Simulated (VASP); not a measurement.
# Li2MoN2 (I4/mmm) in VASP: relaxation of cell and atoms with PBE

Aim: the relaxation of cell and atoms of Li2MoN2 with PBE.

Program: VASP 6.6.1. These are calculated values, not measurements. Logs are shortened: lines on timing, memory, paths and dates and some standing lists are left out, and cuts for length are marked.

### Step 1. The cell of the first run

It takes space group I4/mmm (No. 139, tetragonal). The conventional cell has a = 2.787 Å, b = 2.787 Å, c = 10.220 Å, α = 90.00°, β = 90.00°, γ = 90.00°. Li (site symmetry -4m2) has 4 N at 1.96 Å and 4 Li at 1.97 Å within 2.6 Å. Within 3.0 Å of Mo (site symmetry 4/mmm) lie 8 N at 2.30 Å and 4 Mo at 2.79 Å and 8 Li at 2.91 Å. Within 2.6 Å of N (site symmetry 4mm) lie 4 Li at 1.96 Å and 4 Mo at 2.30 Å and 1 N at 2.36 Å.

### Step 2. Relaxation of cell and atoms, PBE

Contents of INCAR:

```
  PREC = Accurate
  ENCUT = 600
  EDIFF = 1E-6
  ISMEAR = 0
  SIGMA = 0.1
  LREAL = F
  LASPH = T
  NELM = 80
  ALGO = Normal
  ISIF = 3
  LWAVE = F
  LCHARG = F
  GGA = PE
  IBRION = 2
  NSW = 100
  EDIFFG = -0.01
```

Contents of KPOINTS:

```
regular mesh
0
Gamma
  18 18 18
```

Contents of POSCAR:

```
Li2MoN2
1.0
   -1.3936416819      1.3936416819      5.1100863322
    1.3936416819     -1.3936416819      5.1100863322
    1.3936416819      1.3936416819     -5.1100863322
Li Mo N
2 1 2
Direct
    0.2500000000      0.7500000000      0.5000000000
    0.7500000000      0.2500000000      0.5000000000
    0.0000000000      0.0000000000      0.0000000000
    0.6153842413      0.6153842413      0.0000000000
    0.3846157587      0.3846157587      0.0000000000
```

Potentials or basis: VASP PAW PBE potentials, release 64 (Li_sv, Mo_sv, N).

Run with:

```bash
cat potpaw_PBE.64/Li_sv/POTCAR potpaw_PBE.64/Mo_sv/POTCAR potpaw_PBE.64/N/POTCAR > POTCAR
mpirun -np 1 vasp_std > vasp.out
```

OUTCAR:

```text
PREC = Accurate
   ENCUT = 600
   EDIFF = 1E-6
   ISMEAR = 0
   LREAL = F
   LASPH = T
   NELM = 80
   ISIF = 3
   GGA = PE
   IBRION = 2
   NSW = 100
   EDIFFG = -0.01

 ion  position               nearest neighbor table
   1  0.250  0.750  0.500-   5 1.96   4 1.96   5 1.96   4 1.96   2 1.97   2 1.97   2 1.97   2 1.97
                             3 2.91   3 2.91   3 2.91   3 2.91
   2  0.750  0.250  0.500-   5 1.96   4 1.96   5 1.96   4 1.96   1 1.97   1 1.97   1 1.97   1 1.97
                             3 2.91   3 2.91   3 2.91   3 2.91
   3  0.000  0.000  0.000-   4 2.30   4 2.30   4 2.30   5 2.30   4 2.30   5 2.30   5 2.30   5 2.30
                             1 2.91   2 2.91   2 2.91   1 2.91   2 2.91   1 2.91   1 2.91   2 2.91
   4  0.615  0.615  0.000-   1 1.96   2 1.96   1 1.96   2 1.96   3 2.30   3 2.30   3 2.30   3 2.30

   5  0.385  0.385  0.000-   1 1.96   2 1.96   1 1.96   2 1.96   3 2.30   3 2.30   3 2.30   3 2.30

  LATTYP: Found a body centered tetragonal cell.
 ALAT       =     2.7872833638
 C/A-ratio  =     3.6667146215

  Lattice vectors:

 A1 = (  -1.3936416819,   1.3936416819,   5.1100863322)
 A2 = (   1.3936416819,  -1.3936416819,   5.1100863322)
 A3 = (   1.3936416819,   1.3936416819,  -5.1100863322)

Analysis of symmetry for initial positions (statically):
=====================================================================
 Subroutine PRICEL returns:
 Original cell was already a primitive cell.

 Routine SETGRP: Setting up the symmetry group for a
 body centered tetragonal supercell.

 Subroutine GETGRP returns: Found 16 space group operations
 (whereof 16 operations were pure point group operations)
 out of a pool of 16 trial point group operations.

The static configuration has the point symmetry D_4h.

Analysis of symmetry for dynamics (positions and initial velocities):
=====================================================================
 Subroutine PRICEL returns:
 Original cell was already a primitive cell.

 Routine SETGRP: Setting up the symmetry group for a
 body centered tetragonal supercell.

 Subroutine GETGRP returns: Found 16 space group operations
 (whereof 16 operations were pure point group operations)
 out of a pool of 16 trial point group operations.

The dynamic configuration has the point symmetry D_4h.

 Subroutine INISYM returns: Found 16 space group operations
 (whereof 16 operations are pure point group operations),
 and found     1 'primitive' translations

----------------------------------------------------------------------------------------

                                     Primitive cell

  volume of cell :      39.7000

  direct lattice vectors                    reciprocal lattice vectors
    -1.393641682  1.393641682  5.110086332     0.000000000  0.358772277  0.097845705
     1.393641682 -1.393641682  5.110086332     0.358772277  0.000000000  0.097845705
     1.393641682  1.393641682 -5.110086332     0.358772277  0.358772277  0.000000000

  length of vectors
     5.476993390  5.476993390  5.476993390     0.371875421  0.371875421  0.507380620

  position of ions in fractional coordinates (direct lattice)
     0.250000000  0.750000000  0.500000000
     0.750000000  0.250000000  0.500000000
     0.000000000  0.000000000  0.000000000
     0.615384241  0.615384241  0.000000000
     0.384615759  0.384615759  0.000000000

  ion indices of the primitive-cell ions
   primitive index   ion index
                 1           1
                 2           2
                 3           3
                 4           4
                 5           5

----------------------------------------------------------------------------------------

 KPOINTS: regular mesh

Automatic generation of k-mesh.
 Grid dimensions read from file:
 generate k-points for:   18   18   18

 Generating k-lattice:

  Cartesian coordinates                     Fractional coordinates (reciprocal lattice)
     0.000000000  0.019931793  0.005435873     0.055555556 -0.000000000  0.000000000
     0.019931793  0.000000000  0.005435873    -0.000000000  0.055555556  0.000000000
     0.019931793  0.019931793  0.000000000     0.000000000  0.000000000  0.055555556

  Length of vectors
     0.020659746  0.020659746  0.028187812

  Shift w.r.t. Gamma in fractional coordinates (k-lattice)
     0.000000000  0.000000000  0.000000000

 Subroutine IBZKPT returns following result:
 ===========================================

 Found    480 irreducible k-points:

 Following reciprocal coordinates:
            Coordinates               Weight
  0.000000  0.000000  0.000000      1.000000
  0.055556  0.000000 -0.000000      8.000000
  0.111111  0.000000 -0.000000      8.000000
  0.166667 -0.000000  0.000000      8.000000
  0.222222 -0.000000  0.000000      8.000000
  0.277778  0.000000  0.000000      8.000000
[... 16 lines left out ...]
 -0.277778  0.055556  0.000000     16.000000
 -0.222222  0.055556 -0.000000     16.000000
 [... further k-points ...]
   k-points           NKPTS =    480   k-points in BZ     NKDIM =    480   number of bands    NBANDS=     19
   number of dos      NEDOS =    301   number of ions     NIONS =      5
   total plane-waves  NPLWV = 110592
   dimension x,y,z NGX =    48 NGY =   48 NGZ =   48
   dimension x,y,z NGXF=    96 NGYF=   96 NGZF=   96
   ions per type =               2   1   2
   NGX,Y,Z   is equivalent  to a cutoff of  14.57, 14.57, 14.57 a.u.
   NGXF,Y,Z  is equivalent  to a cutoff of  29.14, 29.14, 29.14 a.u.
 SYSTEM =  unknown system
   PREC   = accura    normal or accurate (medium, high low for compatibility)
   ISTART =      0    job   : 0-new  1-cont  2-samecut
   ICHARG =      2    charge: 1-file 2-atom 10-const
   ISPIN  =      1    spin polarized calculation?
   LNONCOLLINEAR =      F non collinear calculations
   LSORBIT =      F    spin-orbit coupling
   LASPH  =      T    aspherical Exc in radial PAW
   ENCUT  =  600.0 eV  44.10 Ry    6.64 a.u.  10.94 10.94 10.94*2*pi/ulx,y,z
   NELM   =     80;   NELMIN=  2; NELMDL= -5     # of ELM steps
   EDIFF  = 0.1E-05   stopping-criterion for ELM
   LREAL  =      F    real-space projection
   EDIFFG = -.1E-01   stopping-criterion for IOM
   NSW    =    100    number of steps for IOM
   IBRION =      2    ionic relax: 0-MD 1-quasi-New 2-CG
   NFREE  =      1    steps in history (QN), initial steepest desc. (CG)
   ISIF   =      3    stress and relaxation
   ISYM   =      2    0-nonsym 1-usesym 2-fastsym
   POTIM  = 0.5000    time-step for ionic-motion
   TEBEG  =    0.0;   TEEND  =   0.0 temperature during run
   PSTRESS=    0.0 pullay stress
   NELECT =      30.0000    total number of electrons
   NUPDOWN=      -1.0000    fix difference up-down
   EMIN   =  10.00;   EMAX   =-10.00  energy-range for DOS
   EFERMI =   0.00;   METHOD = LEGACY
   ISMEAR =     0;   SIGMA  =   0.10  broadening in eV -4-tet -1-fermi 0-gaus
   EFERMI_NEDOS =   21; number of points for ismear=-14 and -15
   IALGO  =     38    algorithm
   IMIX   =      4    mixing-type and parameters
     AMIX     =   0.40;   BMIX     =  1.00
     AMIX_MAG =   1.60;   BMIX_MAG =  1.00
  volume/ion in A,a.u.               =       7.94        53.58
  Fermi-wavevector in a.u.,A,eV,Ry     =   1.491140  2.817846 30.252534  2.223499
  Thomas-Fermi vector in A             =   2.603833
   LORBIT       =      0    0 simple, 1 ext, 2 COOP (PROOUT), +10 PAW based schemes
   GGA     = PE    functional components
   LHFCALC =     F    Hartree Fock is set to
   AEXX    =    0.0000 exact exchange contribution
   IVDW    =     0    specifies the selected vdW correction
   LEPSILON=     F    determine dielectric tensor
   LRPA    =     F    only Hartree local field effects (RPA)
 conjugate gradient relaxation of ions
 non-spin polarized calculation
 Gauss-broadening in eV      SIGMA  =   0.10
  energy-cutoff  :      600.00
  volume of cell :       39.70
 maximum number of plane-waves:      1357
 NGX is ok and might be reduce to    48
   NGX = 21   NGY = 21   NGZ = 21

--------------------------------------- Ionic step        1  -------------------------------------------

 number of electron      30.0000005 magnetization

 Free energy of the ion-electron system (eV)
  ---------------------------------------------------
  ext. energy  EPLUGINS =         0.00000000
  ---------------------------------------------------
  free energy    TOTEN  =       -32.40726412 eV

  energy without entropy =      -32.40464152  energy(sigma->0) =      -32.40595282

------------------------ aborting loop because EDIFF is reached ----------------------------------------

  FORCE on cell =-STRESS in cart. coord.  units (eV):
  Direction    XX          YY          ZZ          XY          YZ          ZX
  --------------------------------------------------------------------------------------
  -------------------------------------------------------------------------------------
  Total        0.0703020      0.0703020      0.1483831      0.0000000      0.0000000      0.0000000
  in kB        2.8371868      2.8371868      5.9883121      0.0000000      0.0000000      0.0000000
  external PRESSURE =       3.8875619 kB  Pullay stress =       0.0000000 kB

 VOLUME and BASIS-vectors are now :
 -----------------------------------------------------------------------------
  energy-cutoff  :      600.00
  volume of cell :       39.70
      direct lattice vectors                 reciprocal lattice vectors
    -1.393641682  1.393641682  5.110086332     0.000000000  0.358772277  0.097845705
     1.393641682 -1.393641682  5.110086332     0.358772277  0.000000000  0.097845705
     1.393641682  1.393641682 -5.110086332     0.358772277  0.358772277  0.000000000
[... 118 lines left out ...]
 POSITION                                       TOTAL-FORCE (eV/Angst)
 -----------------------------------------------------------------------------------
      1.39429     -0.00000      2.55755         0.000000      0.000000     -0.000000
     -0.00000      1.39429      2.55755         0.000000      0.000000     -0.000000
      0.00000      0.00000      0.00000         0.000000      0.000000     -0.000000
      0.00000      0.00000      6.29486         0.000000      0.000000     -0.013835
      0.00000      0.00000      3.93536        -0.000000     -0.000000      0.013835
 -----------------------------------------------------------------------------------
    total drift:                                0.000000     -0.000000      0.000000

  FREE ENERGIE OF THE ION-ELECTRON SYSTEM (eV)
  ---------------------------------------------------
  free  energy   TOTEN  =       -32.4073788079 eV

  energy  without entropy=      -32.4047644733  energy(sigma->0) =      -32.40607164

--------------------------------------- Ionic step        5  -------------------------------------------

 number of electron      30.0000005 magnetization

 Free energy of the ion-electron system (eV)
  ---------------------------------------------------
  ext. energy  EPLUGINS =         0.00000000
  ---------------------------------------------------
  free energy    TOTEN  =       -32.40739073 eV

  energy without entropy =      -32.40478563  energy(sigma->0) =      -32.40608818

 E-fermi :   9.1190     XC(G=0): -12.5059

 val. band max:        9.1004335102   @ k =  -0.4444   0.5000   0.2778
 cond. band min:       9.1197862436   @ k =   0.3889   0.2222   0.1667
 fundamental gap:      0.0193527334
 Fermi energy:         9.1189668831

 k-point     1 :       0.0000    0.0000    0.0000
  band No.  band energies     occupation
      1     -52.7355      2.00000
      2     -36.6790      2.00000
      3     -35.9014      2.00000
      4     -26.7184      2.00000
      5     -26.4102      2.00000
      6     -26.4102      2.00000
[... 11 lines left out ...]
     18      12.9640      0.00000
     19      12.9640      0.00000
[... 485 lines left out ...]
 k-point    24 :      -0.2222    0.0556   -0.0000
  band No.  band energies     occupation
      1     -52.6954      2.00000
      2     -36.5764      2.00000
      3     -35.9892      2.00000
      4     -26.7645      2.00000
      5     -26.6665      2.00000
      6     -26.4021      2.00000
[... 11 lines left out ...]
     18      12.0575      0.00000
     19      12.4667      0.00000

 [... further k-points ...]

------------------------ aborting loop because EDIFF is reached ----------------------------------------

  FORCE on cell =-STRESS in cart. coord.  units (eV):
  Direction    XX          YY          ZZ          XY          YZ          ZX
  --------------------------------------------------------------------------------------
  -------------------------------------------------------------------------------------
  Total       -0.0001019     -0.0001019     -0.0024486      0.0000000     -0.0000000     -0.0000000
  in kB       -0.0041072     -0.0041072     -0.0986465      0.0000000     -0.0000000     -0.0000000
  external PRESSURE =      -0.0356203 kB  Pullay stress =       0.0000000 kB

 VOLUME and BASIS-vectors are now :
 -----------------------------------------------------------------------------
  energy-cutoff  :      600.00
  volume of cell :       39.77
      direct lattice vectors                 reciprocal lattice vectors
    -1.394052686  1.394052686  5.115974900     0.000000000  0.358666502  0.097733083
     1.394052686 -1.394052686  5.115974900     0.358666502  0.000000000  0.097733083
     1.394052686  1.394052686 -5.115974900     0.358666502  0.358666502  0.000000000

 POSITION                                       TOTAL-FORCE (eV/Angst)
 -----------------------------------------------------------------------------------
      1.39405      0.00000      2.55799        -0.000000     -0.000000     -0.000000
      0.00000      1.39405      2.55799        -0.000000     -0.000000     -0.000000
      0.00000      0.00000     10.23195        -0.000000     -0.000000     -0.000000
      0.00000      0.00000      6.29526         0.000000      0.000000      0.002995
      1.39405      1.39405     -1.17928         0.000000      0.000000     -0.002995
 -----------------------------------------------------------------------------------
    total drift:                                0.000000     -0.000000      0.000000

  FREE ENERGIE OF THE ION-ELECTRON SYSTEM (eV)
  ---------------------------------------------------
  free  energy   TOTEN  =       -32.4073907326 eV

  energy  without entropy=      -32.4047856305  energy(sigma->0) =      -32.40608818

 reached required accuracy - stopping structural energy minimisation
```

Wall time 72 min (1 thread of Intel Xeon 8259CL, shared host); peak memory 0.69 GiB.

Results:

```
Free energy                           : -32.4074 eV
Relaxed volume                        : 7.95 Å³/atom
Relaxed cell                          : a = 5.483 Å, b = 5.483 Å, c = 5.483 Å, α = 150.54°, β = 150.54°, γ = 42.15°
Space group after relaxing (to 0.1 Å) : I4/mmm (No. 139)
Energy gained by relaxing             : 0.0 meV/atom
Ionic steps                           : 5
Pressure after relaxing               : 0.0 GPa
Band gap on the k mesh                : zero (bands 15 and 16 overlap by 0.63 eV)
```

Forces in eV/Å, atoms in the order of the input:
```
Li   0.000  0.000  0.000
Li   0.000  0.000  0.000
Mo   0.000  0.000  0.000
N    0.000  0.000  0.003
N    0.000  0.000 -0.003
```

Step by step:
```tsv
step	energy change (eV)	largest force (eV/Å)	pressure (GPa)	volume (Å³)
1	0.0000	0.0197	0.39	39.70
2	-0.0001	0.0099	-0.23	39.81
3	-0.0001	0.0134	-0.07	39.78
4	-0.0001	0.0138	-0.05	39.78
5	-0.0001	0.0030	0.00	39.77
```

Final structure:
```
CELL_PARAMETERS angstrom
-1.39405 1.39405 5.11597
1.39405 -1.39405 5.11597
1.39405 1.39405 -5.11597
ATOMIC_POSITIONS crystal
Li 0.25000 0.75000 0.50000
Li 0.75000 0.25000 0.50000
Mo 0.00000 0.00000 0.00000
N 0.61525 0.61525 0.00000
N 0.38475 0.38475 0.00000
```

Caveat: the cutoff is under 1.25 times the usual one of these potentials, so pressure, stress and relaxed cells hold a basis-set (Pulay) error.
